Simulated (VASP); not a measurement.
Set up this calculation in VASP 6.6.1, as the native input.

```
Task                               : single point
Functional                         : r2SCAN50
Potentials or basis                : VASP PAW PBE potentials, release 64 (In_d, As_d)
Cutoff                             : 440 eV
k mesh                             : 4 × 4 × 4
Occupations                        : fermi-dirac, width 0.05 eV
Spin                               : no spin polarisation
Dipole correction                  : no
Grid for exact exchange (PRECFOCK) : Normal
Further INCAR settings             : ALGO = Normal; EDIFF = 1e-06; NBANDS = 21
Share of exact exchange            : 0.5
```

Crystal: InAs.

```
CELL_PARAMETERS angstrom
0.00000 3.03799 3.03799
3.03799 0.00000 3.03799
3.03799 3.03799 0.00000
ATOMIC_POSITIONS crystal
In 0.00000 0.00000 0.00000
As 0.75000 0.75000 0.75000
```

These files were run (other wordings do the same):

POSCAR

```
InAs
1.0
    0.0000000000      3.0379873375      3.0379873375
    3.0379873375      0.0000000000      3.0379873375
    3.0379873375      3.0379873375      0.0000000000
In As
1 1
Direct
    0.0000000000      0.0000000000      0.0000000000
    0.7500000000      0.7500000000      0.7500000000
```

INCAR.step1

```
PREC = Accurate ; ENCUT = 440
EDIFF = 1E-5 ; ISMEAR = -1
SIGMA = 0.05 ; LREAL = False
LASPH = True ; NELM = 120
ALGO = Normal ; ISIF = 2
LWAVE = True ; NBANDS = 21
GGA = PE ; GGA_COMPAT = False
```

INCAR.step2

```
PREC = Accurate ; ENCUT = 440
EDIFF = 1E-6 ; ISMEAR = -1
SIGMA = 0.05 ; LREAL = False
LASPH = True ; NELM = 120
ALGO = Normal ; ISIF = 2
LWAVE = False ; LCHARG = True
METAGGA = R2SCAN ; LHFCALC = True
AEXX = 0.5 ; LMIXTAU = True
PRECFOCK = Normal ; LELF = True
LVHAR = True ; NBANDS = 21
ISTART = 1 ; GGA_COMPAT = False
```

KPOINTS

```
regular mesh
0
Gamma
  4 4 4
```

Potentials or basis: VASP PAW PBE potentials, release 64 (In_d, As_d).

The run is started by

```sh
$ cat potpaw_PBE.64/In_d/POTCAR potpaw_PBE.64/As_d/POTCAR > POTCAR
$ cp INCAR.step1 INCAR
$ mpirun -np 1 vasp_std > vasp.out
$ cp INCAR.step2 INCAR
$ mpirun -np 1 vasp_std > vasp.out
```

It gave:

| Item | Value |
| --- | --- |
| Pressure | -1.4 GPa |
| Band gap on the k mesh | 2.75 eV |

Caveat: the k points lie up to 0.45 Å⁻¹ apart; the PAW data sets were made with another functional, which shifts forces and pressure a little; spin-orbit coupling is left out, which moves the levels of the heavy elements.

Wall time 15 min on 1 thread of AMD EPYC 7R13 Processor (Zen 3), on a shared host, peak memory 0.15 GiB.
